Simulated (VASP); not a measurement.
A run of VASP 6.6.1 is set up as follows.

Contents of INCAR:

```
ALGO = Normal ; EDIFF = 1E-7
EDIFFG = -0.005 ; ENCUT = 600
GGA = CA ; GGA_COMPAT = F
IBRION = 2 ; ISIF = 4
ISMEAR = -1 ; LASPH = T
LCHARG = F ; LREAL = F
LWAVE = F ; NELM = 120
NELMIN = 4 ; NSW = 50
PREC = Accurate ; SIGMA = 0.1
```

Contents of KPOINTS:

```
k-points
0
Gamma
  7 7 10
```

The input POSCAR:

```
MgF2
1.0
    4.2295302875      0.0000000000      0.0000000000
    0.0000000000      4.2295302875      0.0000000000
    0.0000000000      0.0000000000      2.7961247735
Mg F
2 4
Direct
    0.0000000000      0.0000000000      0.0000000000
    0.5000000000      0.5000000000      0.5000000000
    0.3029800056      0.3029800056      0.0000000000
    0.6970199944      0.6970199944      0.0000000000
    0.8029800056      0.1970199944      0.5000000000
    0.1970199944      0.8029800056      0.5000000000
```

Potentials or basis: VASP PAW LDA potentials, release 64 (Mg, F).

Run with:

```console
$ cat potpaw_LDA.64/Mg/POTCAR potpaw_LDA.64/F/POTCAR > POTCAR
$ mpirun -np 1 vasp_std > vasp.out
```

Problem. What does it give for the band gap on the k mesh?

Solution. 8.78 eV.

Step by step:
```tsv
step	energy change (eV)	largest force (eV/Å)	pressure (GPa)	volume (Å³)
1	0.0000	0.4724	39.72	50.02
2	-0.0100	0.3523	39.21	50.02
3	-0.0181	0.0181	39.31	50.02
4	-0.0181	0.0280	39.30	50.02
5	-0.0182	0.0219	39.30	50.02
6	-0.0184	0.0047	39.29	50.02
7	-0.0184	0.0098	39.29	50.02
8	-0.0184	0.0123	39.30	50.02
9	-0.0184	0.0000	39.30	50.02
```

A k mesh can miss the band edges.
